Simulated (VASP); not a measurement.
Set up this calculation in VASP 6.6.1, as the native input.

```yaml
Task: single point
Functional: PBE
Potentials_or_basis: VASP PAW PBE potentials, release 64 (W_sv, S)
Cutoff: 520 eV
k_mesh: 12 × 12 × 2
Occupations: gaussian, width 0.02 eV
Spin: no spin polarisation
Dipole_correction: no
Further_INCAR_settings: ALGO = Normal; EDIFF = 1e-07; NBANDS = 20
```

The structure of WS2 lies in POSCAR:

```
WS2
1.0
    3.1873839996      0.0000000000      0.0000000000
   -1.5936919998      2.7603555153      0.0000000000
    0.0000000000      0.0000000000     16.9392863296
W S
1 2
Direct
    0.3333333333      0.6666666667      0.0000000000
    0.6666666667      0.3333333333      0.9072483739
    0.6666666667      0.3333333333      0.0927516261
```

These files were run (other wordings do the same):

INCAR

```
PREC = Accurate
ENCUT = 520
EDIFF = 1E-7
ISMEAR = 0
SIGMA = 0.02
LREAL = False
LASPH = True
NELM = 60
ALGO = Normal
ISIF = 2
LWAVE = False
LCHARG = False
GGA = PE
NBANDS = 20
```

KPOINTS

```
regular mesh
0
Gamma
  12 12 2
```

Potentials or basis: VASP PAW PBE potentials, release 64 (W_sv, S).

The run is started by

```sh
$ cat potpaw_PBE.64/W_sv/POTCAR potpaw_PBE.64/S/POTCAR > POTCAR
$ mpirun -np 1 vasp_std > vasp.out
```

Results of the run:

```
Largest force          : 0.004 eV/Å
Band gap on the k mesh : 1.81 eV
```

Caveat: there is no dipole correction, which matters where the two faces differ; spin-orbit coupling is left out, which moves the levels of the heavy elements.

It took 4 min on 1 thread of Intel Xeon 8259CL (shared host), peak memory 0.3 GiB.
